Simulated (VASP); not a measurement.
Write the native input for VASP 6.6.1 that does the following.

* Task: single point
* Functional: PBEsol
* Potentials or basis: VASP PAW PBE potentials, release 64 (Bi_d)
* Cutoff: 520 eV
* k mesh: 9 × 9 × 3
* Occupations: fermi-dirac, width 0.03 eV
* Spin: no spin polarisation
* Dipole correction: no
* Further INCAR settings: ALGO = Normal; EDIFF = 1e-06; NBANDS = 22

The structure of Bi lies in POSCAR:

```
Bi
1.0
    4.6134233682      0.0000000000      0.0000000000
   -2.3067116842      3.9953418354      0.0000000000
    0.0000000000      0.0000000000     12.0229525048
Bi
2
Direct
    0.3333333333      0.6666666667      0.2500000000
    0.6666666667      0.3333333333      0.7500000000
```

This isn't the form of Bi at room conditions, which is rhombohedral.

One way to write it, as run:

INCAR

```
SYSTEM = Bi
  PREC = Accurate
  ENCUT = 520
  EDIFF = 1E-6
  ISMEAR = -1
  SIGMA = 0.03
  LREAL = .False.
  LASPH = .True.
  NELM = 80
  ALGO = Normal
  ISIF = 2
  LWAVE = .False.
  LCHARG = .False.
  GGA = PS
  NBANDS = 22
```

KPOINTS

```
regular mesh
0
Gamma
  9 9 3
  0 0 0
```

Potentials or basis: VASP PAW PBE potentials, release 64 (Bi_d).

Run with:

```bash
$ cat potpaw_PBE.64/Bi_d/POTCAR > POTCAR
$ mpirun -np 1 vasp_std > vasp.out
```

Results of the run:

```json
{
  "Pressure": "-3.3 GPa",
  "Band gap on the k mesh": "zero (bands 15 and 16 overlap by 1.96 eV)"
}
```

Caveat: the cell stands under tension; the PAW data sets were made with another functional, which shifts forces and pressure a little; spin-orbit coupling is left out, which moves the levels of the heavy elements.

Wall time 2.2 min on 1 thread of Intel Xeon 8259CL, with other jobs on the host, peak memory 0.37 GiB.
